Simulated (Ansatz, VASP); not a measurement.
# Two plane-wave programs on SnO

Contents of INCAR:

```
  PREC = Accurate
  ENCUT = 520
  EDIFF = 1E-6
  ISMEAR = 0
  SIGMA = 0.05
  LREAL = False
  LASPH = True
  NELM = 80
  ALGO = Normal
  ISIF = 2
  LWAVE = False
  LCHARG = False
  LDIPOL = True
  IDIPOL = 3
  DIPOL = 0.5 0.5 0.403
  GGA = PE
  IVDW = 12
  NBANDS = 50
```

KPOINTS

```
Automatic mesh
0
Gamma
  7 7 1
```

The input POSCAR:

```
SnO
1.0
    3.8201708766      0.0000000000      0.0000000000
    0.0000000000      3.8201708766      0.0000000000
    0.0000000000      0.0000000000     22.2260720666
Sn O
4 4
Direct
    0.5000000000      0.0000000000      0.2024649244
    0.0000000000      0.5000000000      0.3087831270
    0.0000000000      1.0000000000      0.4977503897
    0.5000000000      0.5000000000      0.6040685923
    0.0000000000      0.0000000000      0.2556240257
    0.5000000000      0.5000000000      0.2556240257
    0.5000000000      1.0000000000      0.5509094910
    0.0000000000      0.5000000000      0.5509094910
```

Input for Ansatz:

```yaml
crystal:
  lattice:
    - [3.8201708766, 0.0, 0.0]
    - [0.0, 3.8201708766, 0.0]
    - [0.0, 0.0, 22.2260720666]
  atoms:
    - { symbol: Sn, position: [0.5, 0.0, 0.2024649244] }
    - { symbol: O, position: [0.0, 0.0, 0.2556240257] }
    - { symbol: O, position: [0.5, 0.5, 0.2556240257] }
    - { symbol: Sn, position: [0.0, 0.5, 0.308783127] }
    - { symbol: Sn, position: [0.0, 1.0, 0.4977503897] }
    - { symbol: O, position: [0.5, 1.0, 0.550909491] }
    - { symbol: O, position: [0.0, 0.5, 0.550909491] }
    - { symbol: Sn, position: [0.5, 0.5, 0.6040685923] }
basis:
  ecutwfc: 420
kpoints:
  mp_grid: { grid: [7, 7, 1] }
hamiltonian:
  xc: pbe
  pseudopotentials: { kind: paw, azcp: { folder: soft_1 } }
  dispersion: d3bj
scf:
  occupations: { method: gaussian, width: 0.05 }
output:
  forces: true
  eigenvalues: true
efield:
  axis: 3
  dipole_correction: true
  ramp_width: 0.04
```

Alike in both runs: task single point; functional PBE; dispersion D3(BJ); k mesh 7 × 7 × 1; occupations gaussian, width 0.05 eV; no spin polarisation.

|  | VASP | Ansatz |
| --- | --- | --- |
| version | VASP 6.6.1 | Ansatz 0.2.0 |
| potentials or method | VASP PAW PBE potentials, release 64 (Sn_d, O), cutoff 520 eV | scalar-relativistic, plane waves, PAW |
| valence electrons in the cell | 80 | 80 |

|  | VASP | Ansatz | Ansatz less VASP |
| --- | --- | --- | --- |
| gap on the k mesh at the Fermi level (eV) | 2.47 | 2.48 | +0.007 |
| least direct gap on the mesh (eV) | 2.57 | 2.61 | +0.043 |
| rms of the force components (eV/Å) | 0.047 | 0.014 | -0.0333 |
